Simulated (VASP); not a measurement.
# Lu2NF3 (P-3m1) in VASP: a series of runs, part 2 of 2

VASP 6.6.1.

### 3 Single point, PBE

File INCAR:

```
PREC = Accurate
ENCUT = 520
EDIFF = 1E-7
ISMEAR = 0
SIGMA = 0.02
LREAL = F
LASPH = T
NELM = 100
ALGO = Normal
ISIF = 2
LWAVE = F
LCHARG = T
GGA = PE
LELF = T
LVHAR = T
NBANDS = 47
```

File KPOINTS:

```
regular mesh
0
Gamma
  6 6 4
```

File POSCAR:

```
Lu2NF3
1.0
    3.6376862103      0.0000000000      0.0000000000
   -1.8188431052      3.1503286691      0.0000000000
    0.0000000000      0.0000000000      6.4519983770
Lu N F
2 1 3
Direct
    0.3333333333      0.6666666667      0.2133960965
    0.6666666667      0.3333333333      0.7866039035
    0.0000000000      0.0000000000      0.0000000000
    0.3333333333      0.6666666667      0.6928078277
    0.6666666667      0.3333333333      0.3071921723
    0.0000000000      0.0000000000      0.5000000000
```

Potentials or basis: VASP PAW PBE potentials, release 64 (Lu, N, F).

The run is started by

```console
$ cat potpaw_PBE.64/Lu/POTCAR potpaw_PBE.64/N/POTCAR potpaw_PBE.64/F/POTCAR > POTCAR
$ mpirun -np 1 vasp_std > vasp.out
```

OUTCAR:

```text
PREC = Accurate
   ENCUT = 520
   EDIFF = 1E-7
   ISMEAR = 0
   LREAL = F
   LASPH = T
   NELM = 100
   ISIF = 2
   GGA = PE

 ion  position               nearest neighbor table
   1  0.333  0.667  0.213-   5 2.19   5 2.19   5 2.19   3 2.51   3 2.51   3 2.51   6 2.80   6 2.80
                             6 2.80   2 3.46   2 3.46   2 3.46
   2  0.667  0.333  0.787-   4 2.19   4 2.19   4 2.19   3 2.51   3 2.51   3 2.51   6 2.80   6 2.80
                             6 2.80   1 3.46   1 3.46   1 3.46
   3  0.000  0.000  0.000-   1 2.51   2 2.51   2 2.51   1 2.51   2 2.51   1 2.51
   4  0.333  0.667  0.693-   2 2.19   2 2.19   2 2.19
   5  0.667  0.333  0.307-   1 2.19   1 2.19   1 2.19
   6  0.000  0.000  0.500-   1 2.80   2 2.80   2 2.80   1 2.80   2 2.80   1 2.80

  LATTYP: Found a hexagonal cell.
 ALAT       =     3.6376862103
 C/A-ratio  =     1.7736544617

  Lattice vectors:

 A1 = (   3.6376862103,   0.0000000000,   0.0000000000)
 A2 = (  -1.8188431052,   3.1503286691,   0.0000000000)
 A3 = (   0.0000000000,   0.0000000000,   6.4519983770)

Analysis of symmetry for initial positions (statically):
=====================================================================
 Subroutine PRICEL returns:
 Original cell was already a primitive cell.

 Routine SETGRP: Setting up the symmetry group for a
 hexagonal supercell.

 Subroutine GETGRP returns: Found 12 space group operations
 (whereof 12 operations were pure point group operations)
 out of a pool of 24 trial point group operations.

The static configuration has the point symmetry D_3d.

Analysis of symmetry for dynamics (positions and initial velocities):
=====================================================================
 Subroutine PRICEL returns:
 Original cell was already a primitive cell.

 Routine SETGRP: Setting up the symmetry group for a
 hexagonal supercell.
[... 131 lines left out ...]
     AMIX     =   0.40;   BMIX     =  1.00
     AMIX_MAG =   1.60;   BMIX_MAG =  1.00
  volume/ion in A,a.u.               =      12.32        83.16
  Fermi-wavevector in a.u.,A,eV,Ry     =   1.652168  3.122145 37.139273  2.729660
  Thomas-Fermi vector in A             =   2.740823
   LORBIT       =      0    0 simple, 1 ext, 2 COOP (PROOUT), +10 PAW based schemes
   GGA     = PE    functional components
   LHFCALC =     F    Hartree Fock is set to
   AEXX    =    0.0000 exact exchange contribution
   IVDW    =     0    specifies the selected vdW correction
   LEPSILON=     F    determine dielectric tensor
   LRPA    =     F    only Hartree local field effects (RPA)
 non-spin polarized calculation
 Gauss-broadening in eV      SIGMA  =   0.02
  energy-cutoff  :      520.00
  volume of cell :       73.94
 maximum number of plane-waves:      2007
 NGX is ok and might be reduce to    28
   NGX = 13   NGY = 13   NGZ = 23

 number of electron      75.9999993 magnetization

 Free energy of the ion-electron system (eV)
  ---------------------------------------------------
  ext. energy  EPLUGINS =         0.00000000
  ---------------------------------------------------
  free energy    TOTEN  =       -40.33744756 eV

  energy without entropy =      -40.33744756  energy(sigma->0) =      -40.33744756

 E-fermi :   2.6105     XC(G=0): -11.7292

 val. band max:        2.4119974719   @ k =   0.0000   0.0000   0.0000
 cond. band min:       5.5442979278   @ k =   0.0000   0.0000   0.0000
 fundamental gap:      3.1323004560
 Fermi energy:         2.6105485567

 k-point     1 :       0.0000    0.0000    0.0000
  band No.  band energies     occupation
      1     -52.4301      2.00000
      2     -52.4148      2.00000
      3     -23.6212      2.00000
      4     -23.2933      2.00000
      5     -23.0262      2.00000
      6     -23.0262      2.00000
[... 1189 lines left out ...]
     46      10.1854      0.00000
     47      10.1854      0.00000

------------------------ aborting loop because EDIFF is reached ----------------------------------------

  FORCE on cell =-STRESS in cart. coord.  units (eV):
  Direction    XX          YY          ZZ          XY          YZ          ZX
  --------------------------------------------------------------------------------------
  -------------------------------------------------------------------------------------
  Total        0.5238492      0.5238492      0.0708465     -0.0000000      0.0000000      0.0000000
  in kB       11.3511930     11.3511930      1.5351604     -0.0000000      0.0000000      0.0000000
  external PRESSURE =       8.0791821 kB  Pullay stress =       0.0000000 kB

 VOLUME and BASIS-vectors are now :
 -----------------------------------------------------------------------------
  energy-cutoff  :      520.00
  volume of cell :       73.94
      direct lattice vectors                 reciprocal lattice vectors
     3.637686210  0.000000000  0.000000000     0.274900017  0.158713599  0.000000000
    -1.818843105  3.150328669  0.000000000     0.000000000  0.317427197  0.000000000
     0.000000000  0.000000000  6.451998377     0.000000000  0.000000000  0.154990740

 POSITION                                       TOTAL-FORCE (eV/Angst)
 -----------------------------------------------------------------------------------
     -0.00000      2.10022      1.37683         0.000000      0.000000     -0.018342
      1.81884      1.05011      5.07517        -0.000000      0.000000      0.018342
      0.00000      0.00000      0.00000        -0.000000      0.000000      0.000000
     -0.00000      2.10022      4.46999         0.000000      0.000000     -0.053310
      1.81884      1.05011      1.98200        -0.000000     -0.000000      0.053310
      0.00000      0.00000      3.22600        -0.000000      0.000000      0.000000
 -----------------------------------------------------------------------------------
    total drift:                                0.000000      0.000000      0.000000

  FREE ENERGIE OF THE ION-ELECTRON SYSTEM (eV)
  ---------------------------------------------------
  free  energy   TOTEN  =       -40.3374475642 eV

  energy  without entropy=      -40.3374475642  energy(sigma->0) =      -40.33744756
```

stdout:

```text
POSCAR found type information on POSCAR LuN F
 POSCAR found :  3 types and       6 ions
 scaLAPACK will be used
 LDA part: xc-table for (Slater+PW92), standard interpolation
 POSCAR, INCAR and KPOINTS ok, starting setup
 FFT: planning ... GRIDC
 FFT: planning ... GRID_SOFT
 FFT: planning ... GRID
 WAVECAR not read
 entering main loop
```

Run time: 52 s. Hardware: 1 thread of Intel Xeon 6975P-C (Granite Rapids), shared host; peak memory 0.23 GiB.

Results:

```
Free energy            : -40.3374 eV
Pressure               : 0.8 GPa
Largest force          : 0.053 eV/Å
Band gap on the k mesh : 3.13 eV, direct
```

Forces in eV/Å, atoms in the order of the input:
```
Lu   0.000  0.000 -0.018
Lu   0.000  0.000  0.018
N    0.000  0.000  0.000
F    0.000  0.000 -0.053
F    0.000  0.000  0.053
F    0.000  0.000  0.000
```

Stress tensor (GPa, compression positive):
```
1.14 0.00 0.00
0.00 1.14 0.00
0.00 0.00 0.15
```

Levels at points of the mesh, in eV from the valence-band top:
| k point | band 35 | band 36 | band 37 | band 38 | band 39 | band 40 | band 41 | band 42 |
| --- | --- | --- | --- | --- | --- | --- | --- | --- |
| (0.00, 0.00, 0.00) | -2.69 | -0.25 | 0.00 | 0.00 | 3.13 | 4.22 | 4.22 | 5.55 |
| (0.50, 0.00, 0.00) | -2.46 | -1.39 | -0.74 | -0.41 | 3.25 | 5.75 | 5.90 | 6.41 |
| (0.00, 0.00, 0.50) | -2.68 | -0.80 | -0.01 | -0.01 | 3.94 | 4.66 | 4.66 | 5.58 |
| (0.50, 0.00, 0.50) | -2.40 | -1.45 | -0.76 | -0.56 | 3.89 | 5.55 | 6.19 | 6.27 |

Caveat: spin-orbit coupling is left out, which moves the levels of the heavy elements. A k mesh can miss the band edges.

### 4 Single point, PBE

This run uses another cell than the first one, of 17.63 Å³/atom, 1.431 times its volume.

File INCAR:

```
PREC     = Accurate       # precision mode
ENCUT    = 520            # plane-wave cutoff, eV
EDIFF    = 1E-7           # SCF threshold, eV
ISMEAR   = 0              # smearing method
SIGMA    = 0.1            # smearing width, eV
LREAL    = False          # projectors in reciprocal space
LASPH    = True           # aspherical terms in the spheres
NELM     = 100            # most SCF steps
ALGO     = Normal         # electronic algorithm
ISIF     = 2              # what is computed and relaxed
LWAVE    = False          # write WAVECAR
LCHARG   = False          # write CHGCAR
GGA      = PE             # functional
NBANDS   = 47             # bands
```

File KPOINTS:

```
Automatic mesh
0
Gamma
  6 6 4
```

File POSCAR:

```
Lu2NF3
1.0
    4.2450861200      0.0000000000      0.0000000000
   -2.1225430600      3.6763524200      0.0000000000
    0.0000000000      0.0000000000      6.7794917200
Lu N F
2 1 3
Direct
    0.3333333300      0.6666666700      0.2553434100
    0.6666666700      0.3333333300      0.7446565900
    0.0000000000      0.0000000000      0.0000000000
    0.3333333300      0.6666666700      0.6457243600
    0.6666666700      0.3333333300      0.3542756400
    0.0000000000      0.0000000000      0.5000000000
```

Potentials or basis: VASP PAW PBE potentials, release 64 (Lu, N, F).

The run is started by

```console
$ cat potpaw_PBE.64/Lu/POTCAR potpaw_PBE.64/N/POTCAR potpaw_PBE.64/F/POTCAR > POTCAR
$ mpirun -np 1 vasp_std > vasp.out
```

OUTCAR:

```text
PREC = Accurate
   ENCUT = 520
   EDIFF = 1E-7
   ISMEAR = 0
   LREAL = False
   LASPH = True
   NELM = 100
   ISIF = 2
   GGA = PE

 ion  position               nearest neighbor table
   1  0.333  0.667  0.255-   5 2.54   5 2.54   5 2.54   4 2.65
   2  0.667  0.333  0.745-   4 2.54   4 2.54   4 2.54   5 2.65
   3  0.000  0.000  0.000-
   4  0.333  0.667  0.646-   2 2.54   2 2.54   2 2.54   1 2.65
   5  0.667  0.333  0.354-   1 2.54   1 2.54   1 2.54   2 2.65
   6  0.000  0.000  0.500-

  LATTYP: Found a hexagonal cell.
 ALAT       =     4.2450861200
[... 1401 lines left out ...]
  -------------------------------------------------------------------------------------
  Total      -16.8043163    -16.8043163    -14.5178290      0.0000000      0.0000000      0.0000000
  in kB     -254.4665213   -254.4665211   -219.8424131      0.0000000      0.0000000      0.0000000
  external PRESSURE =    -242.9251518 kB  Pullay stress =       0.0000000 kB

 VOLUME and BASIS-vectors are now :
 -----------------------------------------------------------------------------
  energy-cutoff  :      520.00
  volume of cell :      105.80
      direct lattice vectors                 reciprocal lattice vectors
     4.245086120  0.000000000  0.000000000     0.235566481  0.136004371  0.000000000
    -2.122543060  3.676352420  0.000000000     0.000000000  0.272008743  0.000000000
     0.000000000  0.000000000  6.779491720     0.000000000  0.000000000  0.147503683

 POSITION                                       TOTAL-FORCE (eV/Angst)
 -----------------------------------------------------------------------------------
     -0.00000      2.45090      1.73110        -0.000000     -0.000000     -0.746760
      2.12254      1.22545      5.04839        -0.000000      0.000000      0.746760
      0.00000      0.00000      0.00000         0.000000      0.000000      0.000000
     -0.00000      2.45090      4.37768        -0.000000      0.000000      0.024890
      2.12254      1.22545      2.40181         0.000000     -0.000000     -0.024890
      0.00000      0.00000      3.38975         0.000000      0.000000      0.000000
 -----------------------------------------------------------------------------------
    total drift:                               -0.000000      0.000000      0.000000

  FREE ENERGIE OF THE ION-ELECTRON SYSTEM (eV)
  ---------------------------------------------------
  free  energy   TOTEN  =       -36.2713155011 eV

  energy  without entropy=      -36.2713152990  energy(sigma->0) =      -36.27131540
```

Run time: 75 s. Hardware: 1 thread of Intel Xeon 6975P-C (Granite Rapids), shared host; peak memory 0.28 GiB.

What came out:

* Free energy: -36.2713 eV
* Pressure: -24.3 GPa
* Largest force: 0.747 eV/Å
* Band gap on the k mesh: 0.60 eV, indirect (least direct gap 0.62 eV)

Forces on the atoms (eV/Å):
```
Lu   0.000  0.000 -0.747
Lu   0.000  0.000  0.747
N    0.000  0.000  0.000
F    0.000  0.000  0.025
F    0.000  0.000 -0.025
F    0.000  0.000  0.000
```

Stress tensor (GPa, compression positive):
```
-25.45   0.00   0.00
  0.00 -25.45   0.00
  0.00   0.00 -21.98
```

Caveat: spin-orbit coupling is left out, which moves the levels of the heavy elements. A k mesh can miss the band edges.

### 5 Summary

| cell | smearing | gap on the mesh (eV) | pressure (GPa) | largest force (eV/Å) |
| --- | --- | --- | --- | --- |
| a = 3.638, b = 3.638, c = 6.452 Å, angles 90.0, 90.0, 120.0°, 6 atoms | gaussian 0.1 eV | 3.13 | 0.9 | 0.05 |
| a = 3.638, b = 3.638, c = 6.452 Å, angles 90.0, 90.0, 120.0°, 6 atoms | gaussian 0.02 eV | 3.13 | 0.8 | 0.05 |
| a = 4.245, b = 4.245, c = 6.779 Å, angles 90.0, 90.0, 120.0°, 6 atoms | gaussian 0.1 eV | 0.60 | -24.3 | 0.75 |

Alike in all rows: task single point; level PBE; potentials or basis VASP PAW PBE potentials, release 64 (Lu, N, F); no spin polarisation; k mesh 6 × 6 × 4; cutoff (eV) 520.

Caveats: spin-orbit coupling is left out, which moves the levels of the heavy elements.

Total energies depend on the potentials used, so only differences within one code and one set of settings carry meaning.
